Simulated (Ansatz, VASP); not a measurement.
# Two plane-wave programs on CsCl

File POSCAR:

```
CsCl
1.0
    4.1368327316      0.0000000000      0.0000000000
    0.0000000000      4.1368327316      0.0000000000
    0.0000000000      0.0000000000      4.1368327316
Cs Cl
1 1
Direct
    0.0000000000      0.0000000000      0.0000000000
    0.5000000000      0.5000000000      0.5000000000
```

INCAR.step1

```
  PREC = Accurate
  ENCUT = 550
  ISMEAR = 0
  SIGMA = 0.01
  LREAL = False
  LASPH = True
  NELM = 120
  NBANDS = 15
  GGA = PE
  ALGO = Normal
  EDIFF = 1E-5
  LWAVE = True
  LCHARG = False
  GGA_COMPAT = False
```

File INCAR.step2:

```
  PREC = Accurate
  ENCUT = 550
  EDIFF = 1E-6
  ISMEAR = 0
  SIGMA = 0.01
  LREAL = False
  LASPH = True
  NELM = 120
  ALGO = Normal
  ISIF = 2
  LWAVE = False
  LCHARG = True
  METAGGA = R2SCAN
  LMIXTAU = True
  LELF = True
  LVHAR = True
  NBANDS = 15
  ISTART = 1
  GGA_COMPAT = False
```

KPOINTS

```
regular mesh
0
Gamma
  6 6 6
```

Input for Ansatz:

```yaml
crystal:
  lattice:
    - [4.1368327316, 0.0, 0.0]
    - [0.0, 4.1368327316, 0.0]
    - [0.0, 0.0, 4.1368327316]
  atoms:
    - { symbol: Cs, position: [0.0, 0.0, 0.0] }
    - { symbol: Cl, position: [0.5, 0.5, 0.5] }
kpoints:
  mp_grid: { grid: [6, 6, 6] }
  band_path:
    path: [[0.0, 0.0, 0.0], [0.0, 0.5, 0.0], [0.5, 0.5, 0.0], [0.5, 0.5, 0.5]]
    npoints: 1
hamiltonian:
  xc: r2scan
scf:
  occupations: { method: fixed }
  n_extra_bands: 4
output:
  forces: true
  stress: true
  eigenvalues: true
```

Alike in both runs: task single point; functional r2SCAN; k mesh 6 × 6 × 6; no spin polarisation.

|  | VASP | Ansatz |
| --- | --- | --- |
| version | VASP 6.6.1 | Ansatz 0.2.0 |
| potentials or method | VASP PAW PBE potentials, release 64 (Cs_sv, Cl) | plane waves, PAW |
| plane-wave cutoff (eV) | 550 | 500 |
| occupations | gaussian, width 0.01 eV | fixed |
| valence electrons in the cell | 16 | 16 |

|  | VASP | Ansatz | Ansatz less VASP |
| --- | --- | --- | --- |
| gap on the k mesh at the Fermi level (eV) | 5.91 | 5.91 | +0.003 |
| pressure (GPa) | 0.1 | 0.0 | -0.04 |

VASP's potentials were made for PBE, not for r2SCAN.

Spin-orbit coupling is off throughout.
